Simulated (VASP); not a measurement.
Crystal: SiO2.

```xyz
3
Lattice="0.0000 2.2642 2.2642 2.2642 0.0000 2.2642 2.2642 2.2642 0.0000" Properties=species:S:1:pos:R:3 pbc="T T T"
Si    0.0000    0.0000    0.0000
O     1.1321    1.1321    1.1321
O     3.3963    3.3963    3.3963
```

Base run:

| Quantity | Value |
| --- | --- |
| Program | VASP 6.6.1 |
| Functional | PBE |
| Potentials or basis | VASP PAW PBE potentials, release 64 (Si, O) |
| Cutoff | 520 eV |
| k mesh | 6 × 6 × 6 |
| Occupations | gaussian, width 0.01 eV |
| Spin | no spin polarisation |

Its results: band gap on the k mesh 2.06 eV, direct; pressure 10.3 GPa.

Q: The run is repeated on the same cell with these changes: functional from PBE to r2SCAN. What comes out?

A: Band gap on the k mesh 2.68 eV, direct; pressure 0.6 GPa.

r2SCAN gives the wider gap, since meta-GGAs in the generalised Kohn-Sham scheme recover part of the derivative discontinuity.

Caveats: the PAW data sets were made with another functional, which shifts forces and pressure a little (some runs).

A k mesh can miss the band edges.
